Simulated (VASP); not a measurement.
Write the native input for VASP 6.6.1 that does the following.

```yaml
Task: single point
Functional: LDA
Potentials_or_basis: VASP PAW LDA potentials, release 64 (Si, O)
Cutoff: 520 eV
k_mesh: 6 × 6 × 4
Occupations: gaussian, width 0.02 eV
Spin: no spin polarisation
Dipole_correction: no
Further_INCAR_settings: ALGO = Normal; EDIFF = 1e-07; NBANDS = 34
```

The structure of SiO2 lies in POSCAR:

```
SiO2
1.0
    5.0387182629      0.0000000000      0.0000000000
   -2.5193591315      4.3636580182      0.0000000000
    0.0000000000      0.0000000000      5.5248159695
Si O
3 6
Direct
    0.0000000000      0.5000000000      0.3333333333
    0.5000000000      0.5000000000      0.6666666667
    0.5000000000      0.0000000000      0.0000000000
    0.5843942301      0.7921971151      0.8333333333
    0.7921971151      0.5843942301      0.5000000000
    0.7921971151      0.2078028849      0.1666666667
    0.4156057699      0.2078028849      0.8333333333
    0.2078028849      0.4156057699      0.5000000000
    0.2078028849      0.7921971151      0.1666666667
```

One way to write it, as run:

INCAR

```
SYSTEM = SiO2
ALGO = Normal
EDIFF = 1E-7
ENCUT = 520
ISIF = 2
ISMEAR = 0
LASPH = .TRUE.
LCHARG = .FALSE.
LREAL = .FALSE.
LWAVE = .FALSE.
NBANDS = 34
NELM = 100
PREC = Accurate
SIGMA = 0.02
```

KPOINTS

```
k-points
0
G
  6 6 4
  0 0 0
```

Potentials or basis: VASP PAW LDA potentials, release 64 (Si, O).

Run with:

```sh
$ cat potpaw_LDA.64/Si/POTCAR potpaw_LDA.64/O/POTCAR > POTCAR
$ mpirun -np 1 vasp_std > vasp.out
```

It gave:

| Property | Result |
| --- | --- |
| Pressure | 0.6 GPa |
| Largest force | 0.007 eV/Å |
| Band gap on the k mesh | 5.49 eV, indirect (least direct gap 5.68 eV) |

Run time: 3.8 min on 1 thread of AMD EPYC 7R13, with other jobs on the host, peak memory 0.19 GiB.
